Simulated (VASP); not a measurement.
# CsRe (P4/nmm) in VASP: a series of runs

CsRe is run at these levels: PBE; tasks: single point.

All numbers are computed with VASP 6.6.1; they aren't measurements. Logs are shortened: lines on timing, memory, paths and dates and some standing lists are left out, and cuts for length are marked.

## 1. The cell of the first run

The structure is tetragonal, space group P4/nmm (No. 129). Conventional cell: a = 3.512 Å, b = 3.512 Å, c = 11.711 Å, α = 90.00°, β = 90.00°, γ = 90.00°. Within 4.5 Å of Cs (site symmetry 4mm) lie 5 Re at 3.46 to 3.83 Å and 4 Cs at 3.51 Å. Re (site symmetry 4mm) has 8 Re at 2.54 to 3.51 Å and 1 Cs at 3.46 Å within 3.6 Å.

The cell was built from a structure type or drawn by symmetry, and may not be a known phase.

## 2. Single point, PBE

The input, INCAR:

```
  PREC = Accurate
  ENCUT = 500
  EDIFF = 1E-6
  ISMEAR = 0
  SIGMA = 0.1
  LREAL = False
  LASPH = True
  NELM = 120
  ALGO = Normal
  ISIF = 2
  LWAVE = False
  LCHARG = False
  GGA = PE
  NBANDS = 32
  GGA_COMPAT = False
```

The input, KPOINTS:

```
regular mesh
0
Gamma
  4 4 4
```

The input, POSCAR:

```
CsRe
1.0
    3.5119260062      0.0000000000      0.0000000000
    0.0000000000      3.5119260062      0.0000000000
    0.0000000000      0.0000000000     11.7107856385
Cs Re
2 2
Direct
    0.5000000000      0.0000000000      0.2721217865
    0.0000000000      0.5000000000      0.7278782135
    0.5000000000      0.0000000000     -0.0232975045
    0.0000000000      0.5000000000      0.0232975045
```

Potentials or basis: VASP PAW PBE potentials, release 64 (Cs_sv, Re_sv_GW).

Run with:

```sh
> cat potpaw_PBE.64/Cs_sv/POTCAR potpaw_PBE.64/Re_sv_GW/POTCAR > POTCAR
> mpirun -np 1 vasp_std > vasp.out
```

OUTCAR:

```text
PREC = Accurate
   ENCUT = 500
   EDIFF = 1E-6
   ISMEAR = 0
   LREAL = False
   LASPH = True
   NELM = 120
   ISIF = 2
   GGA = PE

 ion  position               nearest neighbor table
   1  0.500  0.000  0.272-
   2  0.000  0.500  0.728-
   3  0.500  0.000  0.977-   4 2.54   4 2.54   4 2.54   4 2.54
   4  0.000  0.500  0.023-   3 2.54   3 2.54   3 2.54   3 2.54

  LATTYP: Found a simple tetragonal cell.
 ALAT       =     3.5119260062
 C/A-ratio  =     3.3345764170

  Lattice vectors:

 A1 = (   3.5119260062,   0.0000000000,   0.0000000000)
 A2 = (   0.0000000000,   3.5119260062,   0.0000000000)
 A3 = (   0.0000000000,   0.0000000000,  11.7107856385)

Analysis of symmetry for initial positions (statically):
=====================================================================
 Subroutine PRICEL returns:
 Original cell was already a primitive cell.

 Routine SETGRP: Setting up the symmetry group for a
 simple tetragonal supercell.

 Subroutine GETGRP returns: Found 16 space group operations
 (whereof  8 operations were pure point group operations)
 out of a pool of 16 trial point group operations.

The static configuration has the point symmetry D_2d.
 The point group associated with its full space group is D_4h.

Analysis of symmetry for dynamics (positions and initial velocities):
=====================================================================
 Subroutine PRICEL returns:
 Original cell was already a primitive cell.

 Routine SETGRP: Setting up the symmetry group for a
 simple tetragonal supercell.

 Subroutine GETGRP returns: Found 16 space group operations
 (whereof  8 operations were pure point group operations)
 out of a pool of 16 trial point group operations.

The dynamic configuration has the point symmetry D_2d.
 The point group associated with its full space group is D_4h.

 Subroutine INISYM returns: Found 16 space group operations
 (whereof  8 operations are pure point group operations),
 and found     1 'primitive' translations

----------------------------------------------------------------------------------------

                                     Primitive cell

  volume of cell :     144.4364

  direct lattice vectors                    reciprocal lattice vectors
     3.511926006  0.000000000  0.000000000     0.284744040  0.000000000  0.000000000
     0.000000000  3.511926006  0.000000000     0.000000000  0.284744040  0.000000000
     0.000000000  0.000000000 11.710785639     0.000000000  0.000000000  0.085391367

  length of vectors
     3.511926006  3.511926006 11.710785639     0.284744040  0.284744040  0.085391367

  position of ions in fractional coordinates (direct lattice)
     0.500000000  0.000000000  0.272121787
     0.000000000  0.500000000  0.727878213
     0.500000000  0.000000000  0.976702495
     0.000000000  0.500000000  0.023297505

  ion indices of the primitive-cell ions
   primitive index   ion index
                 1           1
                 2           2
                 3           3
                 4           4

----------------------------------------------------------------------------------------

 KPOINTS: regular mesh

Automatic generation of k-mesh.
 Grid dimensions read from file:
 generate k-points for:    4    4    4

 Generating k-lattice:

  Cartesian coordinates                     Fractional coordinates (reciprocal lattice)
     0.071186010  0.000000000  0.000000000     0.250000000  0.000000000  0.000000000
     0.000000000  0.071186010  0.000000000     0.000000000  0.250000000  0.000000000
     0.000000000  0.000000000  0.021347842     0.000000000  0.000000000  0.250000000

  Length of vectors
     0.071186010  0.071186010  0.021347842

  Shift w.r.t. Gamma in fractional coordinates (k-lattice)
     0.000000000  0.000000000  0.000000000

 Subroutine IBZKPT returns following result:
 ===========================================

 Found     18 irreducible k-points:

 Following reciprocal coordinates:
            Coordinates               Weight
  0.000000  0.000000  0.000000      1.000000
  0.250000  0.000000  0.000000      4.000000
  0.500000  0.000000  0.000000      2.000000
  0.250000  0.250000  0.000000      4.000000
  0.500000  0.250000  0.000000      4.000000
  0.500000  0.500000  0.000000      1.000000
[... 10 lines left out ...]
  0.500000  0.250000  0.500000      4.000000
  0.500000  0.500000  0.500000      1.000000
   k-points           NKPTS =     18   k-points in BZ     NKDIM =     18   number of bands    NBANDS=     32
   number of dos      NEDOS =    301   number of ions     NIONS =      4
   total plane-waves  NPLWV =  70560
   dimension x,y,z NGX =    28 NGY =   28 NGZ =   90
   dimension x,y,z NGXF=    56 NGYF=   56 NGZF=  180
   ions per type =               2   2
   NGX,Y,Z   is equivalent  to a cutoff of  13.25, 13.25, 12.78 a.u.
   NGXF,Y,Z  is equivalent  to a cutoff of  26.51, 26.51, 25.55 a.u.
 SYSTEM =  unknown system
   PREC   = accura    normal or accurate (medium, high low for compatibility)
   ISTART =      0    job   : 0-new  1-cont  2-samecut
   ICHARG =      2    charge: 1-file 2-atom 10-const
   ISPIN  =      1    spin polarized calculation?
   LNONCOLLINEAR =      F non collinear calculations
   LSORBIT =      F    spin-orbit coupling
   LASPH  =      T    aspherical Exc in radial PAW
   ENCUT  =  500.0 eV  36.75 Ry    6.06 a.u.   6.40  6.40 21.35*2*pi/ulx,y,z
   NELM   =    120;   NELMIN=  2; NELMDL= -5     # of ELM steps
   EDIFF  = 0.1E-05   stopping-criterion for ELM
   LREAL  =      F    real-space projection
   EDIFFG = 0.1E-04   stopping-criterion for IOM
   NSW    =      0    number of steps for IOM
   IBRION =     -1    ionic relax: 0-MD 1-quasi-New 2-CG
   NFREE  =      0    steps in history (QN), initial steepest desc. (CG)
   ISIF   =      2    stress and relaxation
   ISYM   =      2    0-nonsym 1-usesym 2-fastsym
   POTIM  = 0.5000    time-step for ionic-motion
   TEBEG  =    0.0;   TEEND  =   0.0 temperature during run
   PSTRESS=    0.0 pullay stress
   NELECT =      48.0000    total number of electrons
   NUPDOWN=      -1.0000    fix difference up-down
   EMIN   =  10.00;   EMAX   =-10.00  energy-range for DOS
   EFERMI =   0.00;   METHOD = LEGACY
   ISMEAR =     0;   SIGMA  =   0.10  broadening in eV -4-tet -1-fermi 0-gaus
   EFERMI_NEDOS =   21; number of points for ismear=-14 and -15
   IALGO  =     38    algorithm
   IMIX   =      4    mixing-type and parameters
     AMIX     =   0.40;   BMIX     =  1.00
     AMIX_MAG =   1.60;   BMIX_MAG =  1.00
  volume/ion in A,a.u.               =      36.11       243.68
  Fermi-wavevector in a.u.,A,eV,Ry     =   1.133956  2.142867 17.495146  1.285857
  Thomas-Fermi vector in A             =   2.270660
   LORBIT       =      0    0 simple, 1 ext, 2 COOP (PROOUT), +10 PAW based schemes
   GGA     = PE    functional components
   LHFCALC =     F    Hartree Fock is set to
   AEXX    =    0.0000 exact exchange contribution
   IVDW    =     0    specifies the selected vdW correction
   LEPSILON=     F    determine dielectric tensor
   LRPA    =     F    only Hartree local field effects (RPA)
 non-spin polarized calculation
 Gauss-broadening in eV      SIGMA  =   0.10
  energy-cutoff  :      500.00
  volume of cell :      144.44
 maximum number of plane-waves:      3684
 NGX is ok and might be reduce to    28
   NGX = 13   NGY = 13   NGZ = 43

 number of electron      48.0000002 magnetization

 Free energy of the ion-electron system (eV)
  ---------------------------------------------------
  ext. energy  EPLUGINS =         0.00000000
  ---------------------------------------------------
  free energy    TOTEN  =       -25.46059024 eV

  energy without entropy =      -25.44530295  energy(sigma->0) =      -25.45294660

 E-fermi :   4.4593     XC(G=0):  -8.8944

 val. band max:        4.4406230699   @ k =   0.2500   0.0000   0.5000
 cond. band min:       4.4646096929   @ k =   0.2500   0.0000   0.2500
 fundamental gap:      0.0239866230
 Fermi energy:         4.4592503413

 k-point     1 :       0.0000    0.0000    0.0000
  band No.  band energies     occupation
      1     -75.5015      2.00000
      2     -75.2943      2.00000
      3     -37.8865      2.00000
      4     -37.8865      2.00000
      5     -37.0949      2.00000
      6     -36.9381      2.00000
[... 24 lines left out ...]
     31       6.6716      0.00000
     32       7.6423      0.00000

 k-point     2 :       0.2500    0.0000    0.0000
  band No.  band energies     occupation
      1     -75.4708      2.00000
      2     -75.3245      2.00000
      3     -37.7881      2.00000
      4     -37.7369      2.00000
      5     -37.1343      2.00000
      6     -37.0382      2.00000
[... 24 lines left out ...]
     31       7.5121      0.00000
     32       8.1624      0.00000

 k-point     3 :       0.5000    0.0000    0.0000
  band No.  band energies     occupation
      1     -75.3973      2.00000
      2     -75.3973      2.00000
      3     -37.5005      2.00000
      4     -37.5005      2.00000
      5     -37.3639      2.00000
      6     -37.3639      2.00000
[... 24 lines left out ...]
     31       6.8709      0.00000
     32       6.8709      0.00000

 k-point     4 :       0.2500    0.2500    0.0000
  band No.  band energies     occupation
      1     -75.4489      2.00000
      2     -75.3454      2.00000
      3     -37.9798      2.00000
      4     -37.5024      2.00000
      5     -37.3811      2.00000
      6     -36.9804      2.00000
[... 24 lines left out ...]
     31       7.4552      0.00000
     32       7.6633      0.00000

 k-point     5 :       0.5000    0.2500    0.0000
  band No.  band energies     occupation
      1     -75.3966      2.00000
      2     -75.3966      2.00000
      3     -37.8834      2.00000
      4     -37.8834      2.00000
      5     -37.0678      2.00000
      6     -37.0678      2.00000
[... 374 lines left out ...]
     31       6.9942      0.00000
     32       6.9942      0.00000

 k-point    16 :       0.2500    0.2500    0.5000
  band No.  band energies     occupation
      1     -75.4489      2.00000
      2     -75.3453      2.00000
      3     -37.9797      2.00000
      4     -37.5025      2.00000
      5     -37.3810      2.00000
      6     -36.9805      2.00000
[... 24 lines left out ...]
     31       7.8497      0.00000
     32       7.9960      0.00000

 k-point    17 :       0.5000    0.2500    0.5000
  band No.  band energies     occupation
      1     -75.3966      2.00000
      2     -75.3966      2.00000
      3     -37.8833      2.00000
      4     -37.8833      2.00000
      5     -37.0677      2.00000
      6     -37.0677      2.00000
[... 24 lines left out ...]
     31       7.0353      0.00000
     32       7.0353      0.00000

 k-point    18 :       0.5000    0.5000    0.5000
  band No.  band energies     occupation
      1     -75.3959      2.00000
      2     -75.3959      2.00000
      3     -38.0710      2.00000
      4     -38.0710      2.00000
      5     -37.0097      2.00000
      6     -37.0097      2.00000
[... 24 lines left out ...]
     31       7.0392      0.00000
     32       7.0392      0.00000

------------------------ aborting loop because EDIFF is reached ----------------------------------------

  FORCE on cell =-STRESS in cart. coord.  units (eV):
  Direction    XX          YY          ZZ          XY          YZ          ZX
  --------------------------------------------------------------------------------------
  -------------------------------------------------------------------------------------
  Total       -0.3546090     -0.3546090     -0.2332672      0.0000000      0.0000000      0.0000000
  in kB       -3.9335400     -3.9335400     -2.5875425      0.0000000      0.0000000      0.0000000
  external PRESSURE =      -3.4848742 kB  Pullay stress =       0.0000000 kB

 VOLUME and BASIS-vectors are now :
 -----------------------------------------------------------------------------
  energy-cutoff  :      500.00
  volume of cell :      144.44
      direct lattice vectors                 reciprocal lattice vectors
     3.511926006  0.000000000  0.000000000     0.284744040  0.000000000  0.000000000
     0.000000000  3.511926006  0.000000000     0.000000000  0.284744040  0.000000000
     0.000000000  0.000000000 11.710785639     0.000000000  0.000000000  0.085391367

 POSITION                                       TOTAL-FORCE (eV/Angst)
 -----------------------------------------------------------------------------------
      1.75596      0.00000      3.18676        -0.000000      0.000000      0.023122
      0.00000      1.75596      8.52403        -0.000000      0.000000     -0.023122
      1.75596      0.00000     11.43795        -0.000000      0.000000     -0.018375
      0.00000      1.75596      0.27283         0.000000      0.000000      0.018375
 -----------------------------------------------------------------------------------
    total drift:                               -0.000000      0.000000      0.000000

  FREE ENERGIE OF THE ION-ELECTRON SYSTEM (eV)
  ---------------------------------------------------
  free  energy   TOTEN  =       -25.4605902427 eV

  energy  without entropy=      -25.4453029486  energy(sigma->0) =      -25.45294660
```

It took 45 s on 1 thread of Intel Xeon 6975P-C (Granite Rapids), shared host; peak memory 0.27 GiB.

Results:

```yaml
Free_energy: -25.4606 eV
Pressure: -0.3 GPa
Largest_force: 0.023 eV/Å
Band_gap_on_the_k_mesh: zero (bands 24 and 25 overlap by 0.66 eV)
```

Forces on the atoms (eV/Å):
```
Cs   0.000  0.000  0.023
Cs   0.000  0.000 -0.023
Re   0.000  0.000 -0.018
Re   0.000  0.000  0.018
```

Caveat: the k points lie up to 0.45 Å⁻¹ apart, too coarse for converged energies and pressures of a metal; spin-orbit coupling is left out, which moves the levels of the heavy elements.

## 3. Single point, PBE

This run uses another cell than the first one.

The input, INCAR:

```
SYSTEM = CsRe
PREC     = Accurate       ! precision mode
ENCUT    = 500            ! plane-wave cutoff, eV
EDIFF    = 1E-6           ! SCF threshold, eV
ISMEAR   = 0              ! smearing method
SIGMA    = 0.1            ! smearing width, eV
LREAL    = .False.        ! projectors in reciprocal space
LASPH    = .True.         ! aspherical terms in the spheres
NELM     = 120            ! most SCF steps
ALGO     = Normal         ! electronic algorithm
ISIF     = 2              ! what is computed and relaxed
LWAVE    = .False.        ! write WAVECAR
LCHARG   = .False.        ! write CHGCAR
GGA      = PE             ! functional
NBANDS   = 32             ! bands
GGA_COMPAT= .False.
```

The input, KPOINTS:

```
Automatic mesh
0
Gamma
  6 6 2
  0 0 0
```

The input, POSCAR:

```
CsRe
1.0
    3.5331450610      0.0000000000      0.0000000000
    0.0000000000      3.5331450610      0.0000000000
    0.0000000000      0.0000000000     11.8712465015
Cs Re
2 2
Direct
    0.5000000000      0.0000000000      0.2671459728
    0.0000000000      0.5000000000      0.7328540272
    0.5000000000      0.0000000000      0.9807722539
    0.0000000000      0.5000000000      0.0192277461
```

Potentials or basis: VASP PAW PBE potentials, release 64 (Cs_sv, Re_sv_GW).

Run with:

```sh
> cat potpaw_PBE.64/Cs_sv/POTCAR potpaw_PBE.64/Re_sv_GW/POTCAR > POTCAR
> mpirun -np 1 vasp_std > vasp.out
```

Wall time 52 s (1 thread of Intel Xeon 6975P-C (Granite Rapids), shared host); peak memory 0.28 GiB.

The run converged. Its results:

```
Free energy            : -25.5830 eV
Pressure               : -0.3 GPa
Largest force          : 0.033 eV/Å
Band gap on the k mesh : zero (bands 24 and 25 overlap by 0.70 eV)
```

Forces on the atoms (eV/Å):
```
Cs   0.000  0.000  0.033
Cs   0.000  0.000 -0.033
Re   0.000  0.000 -0.005
Re   0.000  0.000  0.005
```

Stress tensor (GPa, compression positive):
```
-0.40  0.00  0.00
 0.00 -0.40  0.00
 0.00  0.00 -0.23
```

Levels at points of the mesh, in eV from the Fermi level:
```csv
k point,band 20,band 21,band 22,band 23,band 24,band 25,band 26,band 27,band 28,band 29
"(0.00, 0.00, 0.00)",-2.19,-1.67,-1.67,-0.79,-0.47,-0.29,1.03,1.46,1.46,1.54
"(0.50, 0.00, 0.00)",-2.25,-2.12,-2.12,-0.52,-0.52,0.77,0.77,1.16,1.16,1.36
"(0.50, 0.50, 0.00)",-3.30,-1.24,-1.24,0.41,0.41,0.44,0.44,0.67,0.67,1.44
"(0.00, 0.00, 0.50)",-2.00,-1.67,-1.67,-1.47,-0.46,0.60,0.68,1.46,1.46,1.52
"(0.50, 0.00, 0.50)",-2.25,-2.13,-2.13,-0.52,-0.52,0.83,0.83,1.16,1.16,1.43
"(0.50, 0.50, 0.50)",-3.30,-1.22,-1.22,0.34,0.34,0.48,0.48,0.67,0.67,1.53
```

Caveat: spin-orbit coupling is left out, which moves the levels of the heavy elements.
